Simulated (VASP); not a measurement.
# WC: single point with PBEsol

Crystal: WC.

```
W C
1.0
     0.00000    2.22272    2.13382
     2.22272    0.00000    2.13382
     2.22272    2.22272    0.00000
W C
1 1
Cartesian
  0.0000 0.0000 0.0000
  2.2227 2.2227 2.1338
```

This cell differs from its parent crystal: ratio of the length along z to the lengths across it x 0.96, volume and fractional coordinates fixed.

- Program: VASP 6.6.1
- Task: single point
- Functional: PBEsol
- Potentials or basis: VASP PAW PBE potentials, release 64 (W_sv, C)
- Cutoff: 520 eV
- k mesh: 20 × 20 × 20
- Occupations: gaussian, width 0.15 eV
- Spin: no spin polarisation
- Dipole correction: no
- Further INCAR settings: ALGO = Normal; EDIFF = 1e-07; NBANDS = 16

```yaml
Pressure: -7.7 GPa
Band_gap_on_the_k_mesh: zero (bands 9 and 10 overlap by 3.00 eV)
```

Stress tensor (GPa, compression positive):
```
-15.88   0.00   0.00
  0.00 -15.88   0.00
  0.00   0.00   8.56
```

Levels at points of the mesh, in eV from the Fermi level:
```
           k point  band 6  band 7  band 8  band 9  band 10  band 11  band 12  band 13
(0.00, 0.00, 0.00)   -2.90   -2.90   -2.40   -1.20    -1.08    -1.08    -0.88    -0.80
(0.50, 0.00, 0.00)   -9.79   -6.61   -6.55    0.91     1.25     2.39     4.90     8.35
(0.50, 0.50, 0.00)   -5.79   -5.24   -2.65   -2.65     0.92     2.29     2.29     5.85
(0.50, 0.00, 0.50)   -5.75   -5.72   -2.41   -2.29     0.79     2.07     2.49     5.23
```

Run time: 54 s on 1 thread of Intel(R) Xeon(R) 6975P-C (Granite Rapids) (shared host), peak memory 0.31 GiB.

Caveat: the cell stands under tension; the PAW data sets were made with another functional, which shifts forces and pressure a little; spin-orbit coupling is left out, which moves the levels of the heavy elements.
